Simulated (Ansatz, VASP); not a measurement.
## LuNb3Si3 in VASP and in Ansatz

```
Lu Nb Si
1.0
     5.05829    0.00000    0.00000
     0.00000    5.05829    0.00000
     0.00000    0.00000    5.05829
Lu Nb Si
1 3 3
Direct
  0.00000 0.00000 0.00000
  0.00000 0.50000 0.50000
  0.50000 0.00000 0.50000
  0.50000 0.50000 0.00000
  0.50000 0.00000 0.00000
  0.00000 0.50000 0.00000
  0.00000 0.00000 0.50000
```

Alike in both runs: task relaxation of cell and atoms; functional PBE; k mesh 4 × 4 × 4; occupations gaussian, width 0.1 eV; no spin polarisation.

|  | VASP | Ansatz |
| --- | --- | --- |
| version | VASP 6.6.1 | Ansatz 0.2.0 |
| potentials or method | VASP PAW PBE potentials, release 64 (Lu, Nb_sv, Si), cutoff 600 eV | scalar-relativistic, plane waves, PAW |
| valence electrons in the cell | 76 | 76 |

|  | VASP | Ansatz | Ansatz less VASP |
| --- | --- | --- | --- |
| gap on the k mesh at the Fermi level, each at its own relaxed structure (eV) | none | none | - |
| relaxed volume (Å³/atom) | 19.46 | 19.46 | 0.000 |
| relaxed length of the cell vector where the two differ most in proportion (Å) | 5.146 | 5.145 | 0.0000 |

A gap of «none» marks a metal or a gap that the smearing closes.

Spin-orbit coupling is off throughout.
